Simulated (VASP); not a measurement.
# Al3Pd (P-6m2) in VASP: a series of runs, part 2 of 2

VASP 6.6.1. Earlier steps stand in the parts before.

**3. Single point, PBE, collinear spin, ferromagnetic start**

This run uses another cell than the first one, of 17.28 Å³/atom, 0.935 times its volume.

INCAR

```
SYSTEM = Al3Pd
ALGO     = Fast           ! electronic algorithm
EDIFF    = 1E-6           ! SCF threshold, eV
ENCUT    = 520            ! plane-wave cutoff, eV
GGA      = PE             ! functional
ISIF     = 2              ! what is computed and relaxed
ISMEAR   = 0              ! smearing method
ISPIN    = 2              ! spin polarisation
LASPH    = .TRUE.         ! aspherical terms in the spheres
LCHARG   = .FALSE.        ! write CHGCAR
LMAXMIX  = 4              ! l up to which the mixer works
LORBIT   = 11             ! projections on sites
LREAL    = .FALSE.        ! projectors in reciprocal space
LWAVE    = .FALSE.        ! write WAVECAR
MAGMOM   = 0 0 0 1        ! initial moments
NBANDS   = 22             ! bands
NELM     = 150            ! most SCF steps
PREC     = Accurate       ! precision mode
SIGMA    = 0.1            ! smearing width, eV
```

KPOINTS

```
k-points
0
G
  6 6 2
  0 0 0
```

POSCAR

```
Al3Pd
1.0
    2.9419683237      0.0000000000      0.0000000000
   -1.4709841618      2.5478193054      0.0000000000
    0.0000000000      0.0000000000      9.2203935544
Al Pd
3 1
Direct
    0.6666666667      0.3333333333      0.0000000000
    0.6666666667      0.3333333333      0.7151259530
    0.6666666667      0.3333333333      0.2848740470
    0.0000000000      0.0000000000      0.5000000000
```

Potentials or basis: VASP PAW PBE potentials, release 64 (Al, Pd).

Command:

```console
$ cat potpaw_PBE.64/Al/POTCAR potpaw_PBE.64/Pd/POTCAR > POTCAR
$ mpirun -np 1 vasp_std > vasp.out
```

It took 28 s on 1 thread of AMD EPYC 9R45 (Zen 5), shared host; peak memory 0.2 GiB.

The run converged. Its results:

```
Free energy                                           : -17.3833 eV
Pressure                                              : -0.1 GPa
Largest force                                         : 0.009 eV/Å
Net moment                                            : 0.00 μB per cell
Valence electrons inside the program's atomic spheres : Al 0.78, 0.77; Pd 9.62
```

Forces on the atoms (eV/Å):
```
Al   0.000  0.000  0.000
Al   0.000  0.000  0.009
Al   0.000  0.000 -0.009
Pd   0.000  0.000  0.000
```

Stress tensor (GPa, compression positive):
```
-0.05  0.00  0.00
 0.00 -0.05  0.00
 0.00  0.00 -0.26
```

Levels at points of the mesh, in eV from the Fermi level:
Spin up:
```
           k point  band 7  band 8  band 9  band 10  band 11  band 12  band 13  band 14
(0.00, 0.00, 0.00)   -2.80   -2.58   -2.58    -1.13     5.27     7.04    10.93    10.93
(0.50, 0.00, 0.00)   -2.66   -1.96   -1.37    -1.33     0.52     2.89     3.29     4.62
(0.00, 0.00, 0.50)   -3.35   -2.58   -2.58     0.80     2.90     9.12    10.96    10.96
(0.50, 0.00, 0.50)   -3.07   -1.33   -0.98    -0.83     0.25     1.46     2.91     6.02
```
Spin down:
| k point | band 6 | band 7 | band 8 | band 9 | band 10 | band 11 | band 12 | band 13 | band 14 | band 15 |
| --- | --- | --- | --- | --- | --- | --- | --- | --- | --- | --- |
| (0.00, 0.00, 0.00) | -3.35 | -2.80 | -2.58 | -2.58 | -1.13 | 5.27 | 7.04 | 10.93 | 10.93 | 11.65 |
| (0.50, 0.00, 0.00) | -2.74 | -2.66 | -1.96 | -1.37 | -1.33 | 0.52 | 2.89 | 3.29 | 4.62 | 4.97 |
| (0.00, 0.00, 0.50) | -3.35 | -3.35 | -2.58 | -2.58 | 0.80 | 2.90 | 9.12 | 10.96 | 10.96 | 11.55 |
| (0.50, 0.00, 0.50) | -3.14 | -3.07 | -1.33 | -0.98 | -0.83 | 0.25 | 1.46 | 2.91 | 6.02 | 6.32 |

Caveat: the k points lie up to 0.41 Å⁻¹ apart.

**4. Single point, PBE**

This run uses another cell than the first one, of 17.21 Å³/atom, 0.931 times its volume.

INCAR

```
ALGO = Fast
EDIFF = 1E-6
ENCUT = 520
GGA = PE
ISIF = 2
ISMEAR = 0
LASPH = T
LCHARG = F
LREAL = F
LWAVE = F
NBANDS = 18
NELM = 80
PREC = Accurate
SIGMA = 0.1
```

KPOINTS

```
k-points
0
Gamma
  18 18 6
```

POSCAR

```
Al3Pd
1.0
    2.9238016743      0.0000000000      0.0000000000
   -1.4619008371      2.5320865255      0.0000000000
    0.0000000000      0.0000000000      9.2987147155
Al Pd
3 1
Direct
    0.6666666667      0.3333333333      0.0000000000
    0.6666666667      0.3333333333      0.7146192763
    0.6666666667      0.3333333333      0.2853807237
    0.0000000000      0.0000000000      0.5000000000
```

Command:

```console
$ cat potpaw_PBE.64/Al/POTCAR potpaw_PBE.64/Pd/POTCAR > POTCAR
$ mpirun -np 1 vasp_std > vasp.out
```

Wall time 92 s (1 thread of AMD EPYC 9R45 (Zen 5), shared host); peak memory 0.29 GiB.

The run converged. Its results:

| Property | Result |
| --- | --- |
| Free energy | -17.3930 eV |
| Pressure | 0.0 GPa |

Levels at points of the mesh, in eV from the Fermi level:
```csv
k point,band 7,band 8,band 9,band 10,band 11,band 12,band 13,band 14
"(0.00, 0.00, 0.00)",-3.05,-2.67,-2.67,-1.43,4.86,6.72,11.04,11.04
"(0.50, 0.00, 0.00)",-2.80,-2.10,-1.50,-1.39,0.38,2.71,3.07,4.42
"(0.00, 0.00, 0.50)",-3.46,-2.67,-2.67,0.46,2.55,8.84,11.07,11.07
"(0.50, 0.00, 0.50)",-3.17,-1.39,-1.21,-0.94,0.13,1.24,2.82,5.79
```

**5. Relaxation of cell and atoms, PBE**

This run uses another cell than the first one, of 17.28 Å³/atom, 0.935 times its volume.

INCAR

```
  PREC = Accurate
  ENCUT = 600
  EDIFF = 1E-6
  ISMEAR = 0
  SIGMA = 0.1
  LREAL = F
  LASPH = T
  NELM = 100
  ALGO = Fast
  ISIF = 3
  LWAVE = F
  LCHARG = F
  GGA = PE
  IBRION = 2
  NSW = 100
  EDIFFG = -0.01
```

KPOINTS

```
Automatic mesh
0
Gamma
  18 18 6
```

POSCAR

```
Al3Pd
1.0
    2.9419683237      0.0000000000      0.0000000000
   -1.4709841618      2.5478193054      0.0000000000
    0.0000000000      0.0000000000      9.2203935544
Al Pd
3 1
Direct
    0.6666666667      0.3333333333      0.0000000000
    0.6666666667      0.3333333333      0.7151259530
    0.6666666667      0.3333333333      0.2848740470
    0.0000000000      0.0000000000      0.5000000000
```

Command:

```console
$ cat potpaw_PBE.64/Al/POTCAR potpaw_PBE.64/Pd/POTCAR > POTCAR
$ mpirun -np 1 vasp_std > vasp.out
```

Wall time 4.4 min (1 thread of AMD EPYC 9R45 (Zen 5), shared host); peak memory 0.31 GiB.

Results (log left out):

| Property | Result |
| --- | --- |
| Free energy | -17.3931 eV |
| Relaxed volume | 17.22 Å³/atom |
| Relaxed cell | a = 2.925 Å, b = 2.925 Å, c = 9.296 Å, α = 90.00°, β = 90.00°, γ = 120.00° |
| Space group after relaxing (to 0.05 Å) | P-6m2 (No. 187) |
| Energy gained by relaxing | 0.6 meV/atom |
| Ionic steps | 6 |
| Pressure after relaxing | -0.1 GPa |
| Largest force after relaxing | 0.008 eV/Å |

Forces in eV/Å, atoms in the order of the input:
```
Al   0.000  0.000  0.000
Al   0.000  0.000  0.008
Al   0.000  0.000 -0.008
Pd   0.000  0.000  0.000
```

Stress tensor (GPa, compression positive):
```
-0.09  0.00  0.00
 0.00 -0.09  0.00
 0.00  0.00 -0.01
```

Step by step:
| step | energy change (eV) | largest force (eV/Å) | pressure (GPa) | volume (Å³) |
| --- | --- | --- | --- | --- |
| 1 | 0.0000 | 0.0572 | -0.19 | 69.11 |
| 2 | -0.0015 | 0.0146 | 0.00 | 68.91 |
| 3 | -0.0019 | 0.0386 | 0.38 | 68.60 |
| 4 | -0.0019 | 0.0264 | 0.27 | 68.68 |
| 5 | -0.0022 | 0.0005 | -0.21 | 68.95 |
| 6 | -0.0022 | 0.0077 | -0.06 | 68.87 |

Final structure:
```
Al Pd
1.0
     2.92469    0.00000    0.00000
    -1.46234    2.53285    0.00000
     0.00000    0.00000    9.29646
Al Pd
3 1
Direct
  0.66667 0.33333 0.00000
  0.66667 0.33333 0.71452
  0.66667 0.33333 0.28548
  0.00000 0.00000 0.50000
```

Levels at points of the mesh, in eV from the Fermi level:
```csv
k point,band 7,band 8,band 9,band 10,band 11,band 12,band 13
"(0.00, 0.00, 0.00)",-3.04,-2.68,-2.68,-1.43,4.87,6.73,11.03
"(0.50, 0.00, 0.00)",-2.80,-2.11,-1.50,-1.40,0.38,2.71,3.07
"(0.00, 0.00, 0.50)",-3.47,-2.68,-2.68,0.46,2.56,8.84,11.06
"(0.50, 0.00, 0.50)",-3.18,-1.40,-1.20,-0.94,0.13,1.24,2.81
```

**6. Overview**

| task | spin | cell | k mesh | cutoff (eV) | gap on the mesh (eV) | pressure (GPa) | relaxed volume (Å³/atom) | largest force (eV/Å) |
| --- | --- | --- | --- | --- | --- | --- | --- | --- |
| relaxation of cell and atoms | off | relaxed from a = 3.292, b = 3.292, c = 7.878 Å, angles 90.0, 90.0, 120.0°, 4 atoms | 6 × 6 × 2 | 600 | none | 0.0 | 17.27 | 0.03 |
| single point | collinear, ferromagnetic start | a = 2.942, b = 2.942, c = 9.220 Å, angles 90.0, 90.0, 120.0°, 4 atoms | 6 × 6 × 2 | 520 | none | -0.1 | - | 0.01 |
| single point | off | a = 2.924, b = 2.924, c = 9.299 Å, angles 90.0, 90.0, 120.0°, 4 atoms | 18 × 18 × 6 | 520 | none | 0.0 | - | - |
| relaxation of cell and atoms | off | relaxed from a = 2.942, b = 2.942, c = 9.220 Å, angles 90.0, 90.0, 120.0°, 4 atoms | 18 × 18 × 6 | 600 | none | -0.1 | 17.22 | 0.01 |

Alike in all rows: level PBE; potentials or basis VASP PAW PBE potentials, release 64 (Al, Pd); smearing gaussian 0.1 eV.

Caveats: some runs use coarse meshes.

Absolute energies hang on the potentials; compare differences alone.
